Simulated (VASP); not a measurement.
Runs of VASP 6.6.1 on MgS. Symmetry: F-43m, No. 216, cubic system. Conventional cell: a = 5.662 Å, b = 5.662 Å, c = 5.662 Å, α = 90.00°, β = 90.00°, γ = 90.00°. Mg (site symmetry -43m) has 4 S at 2.45 Å within 3.2 Å. S (site symmetry -43m) has 4 Mg at 2.45 Å within 3.2 Å. 

```tsv
level	potentials or basis	k mesh	cutoff (eV)	gap on the mesh (eV)	pressure (GPa)
r2SCAN	VASP PAW PBE potentials, release 64 (Mg, S)	6 × 6 × 6	660	4.13	-0.2
PBE	VASP PAW PBE potentials, release 64 (Mg, S)	6 × 6 × 6	600	(b)	1.0
r2SCAN	VASP PAW PBE potentials, release 64 (Mg, S)	8 × 8 × 8	660	4.13	(a)
LDA	VASP PAW LDA potentials, release 64 (Mg, S)	6 × 6 × 6	600	3.19	-2.4
```

Alike in all rows: task single point; no spin polarisation; cell as given; smearing gaussian 0.01 eV.

Question: Fill in the values left out.

Answer: (a) -0.3; (b) 3.46.

Caveats: the PAW data sets were made with another functional, which shifts forces and pressure a little (some runs).

A k mesh can miss the band edges.
